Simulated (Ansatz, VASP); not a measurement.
**One calculation of Al2Ni, two programs**

INCAR

```
ALGO = Fast ; EDIFF = 1E-6
EDIFFG = -0.01 ; ENCUT = 600
GGA = PE ; IBRION = 2
ISIF = 3 ; ISMEAR = 0
LASPH = True ; LCHARG = False
LREAL = False ; LWAVE = False
NELM = 60 ; NSW = 100
PREC = Accurate ; SIGMA = 0.1
```

The input KPOINTS:

```
k-points
0
Gamma
  18 18 8
```

POSCAR

```
Al2Ni
1.0
    2.8259734707      0.0000000000      0.0000000000
   -1.4129867353      2.4473648160      0.0000000000
    0.0000000000      0.0000000000      6.0310115926
Al Ni
2 1
Direct
    0.3333333333      0.6666666667      0.1897942534
    0.6666666667      0.3333333333      0.8102057466
    0.0000000000      0.0000000000      0.5000000000
```

Input for Ansatz:

```yaml
crystal:
  lattice:
    - [2.8259734707, 0.0, 0.0]
    - [-1.4129867353, 2.447364816, 0.0]
    - [0.0, 0.0, 6.0310115926]
  atoms:
    - { symbol: Al, position: [0.3333333333, 0.6666666667, 0.1897942534] }
    - { symbol: Al, position: [0.6666666667, 0.3333333333, 0.8102057466] }
    - { symbol: Ni, position: [0.0, 0.0, 0.5] }
basis:
  ecutwfc: 420
kpoints:
  mp_grid: { grid: [18, 18, 8] }
hamiltonian:
  xc: pbe
scf:
  occupations: { method: gaussian, width: 0.1 }
output:
  forces: true
  stress: true
  eigenvalues: true
  write_density: true
  write_potential: true
  elf: true
  volumetric_format: npy
relax:
  adjacent_minimum: "off"
  f_tol: 0.01
  max_steps: 80
  cell: { stress_tol: 0.05 }
```

Change from the starting cell: species swapped into the Mn2N type (P-3m1, No. 164).

Alike in both runs: task relaxation of cell and atoms; functional PBE; k mesh 18 × 18 × 8; occupations gaussian, width 0.1 eV; no spin polarisation.

|  | VASP | Ansatz |
| --- | --- | --- |
| version | VASP 6.6.1 | Ansatz 0.2.0 |
| potentials or method | VASP PAW PBE potentials, release 64 (Al, Ni), cutoff 600 eV | scalar-relativistic, plane waves, PAW |
| valence electrons in the cell | 16 | 24 |

Ansatz gave:

- gap on the k mesh at the Fermi level, each at its own relaxed structure (eV): none
- relaxed volume (Å³/atom): 13.89
- relaxed cell length with the largest relative difference (Å): 6.096

Question: Estimate VASP's values.

Answer: gap on the k mesh at the Fermi level, each at its own relaxed structure (eV): none; relaxed volume (Å³/atom): 13.88; relaxed cell length with the largest relative difference (Å): 6.094.

A gap of «none» marks a metal or a gap that the smearing closes. VASP's potentials hold 16 valence electrons a cell and Ansatz's 24, so a difference there can come from the potentials and not from the codes.
